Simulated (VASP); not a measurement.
Runs of VASP 6.6.1 on Si. The structure is that of space group P6_3/mmc (No. 194), or close to it. The cells are those of the table. This isn't the form of Si at room conditions, which is diamond.

```tsv
level	cell	smearing	gap on the mesh (eV)	pressure (GPa)
r2SCAN	a = 3.840, b = 3.840, c = 12.624 Å, angles 90.0, 90.0, 120.0°, 8 atoms	fermi-dirac 0.02 eV	0.78	-0.2
r2SCAN	a = 3.840, b = 3.840, c = 12.624 Å, angles 90.0, 90.0, 120.0°, 8 atoms	gaussian 0.01 eV	0.78	-0.2
PBE	a = 3.840, b = 3.840, c = 12.624 Å, angles 90.0, 90.0, 120.0°, 8 atoms	fermi-dirac 0.02 eV	0.58	1.2
PBE	a = 3.859, b = 3.859, c = 12.676 Å, angles 90.0, 90.0, 120.0°, 8 atoms	fermi-dirac 0.02 eV	0.60	(a)
```

Alike in all rows: task single point; potentials or basis VASP PAW PBE potentials, release 64 (Si); no spin polarisation; k mesh 12 × 12 × 2; cutoff (eV) 520.

Q: Fill in the values left out.

A: (a) -0.1.

Caveats: the PAW data sets were made with another functional, which shifts forces and pressure a little (at least some runs).

A k mesh can miss the band edges.
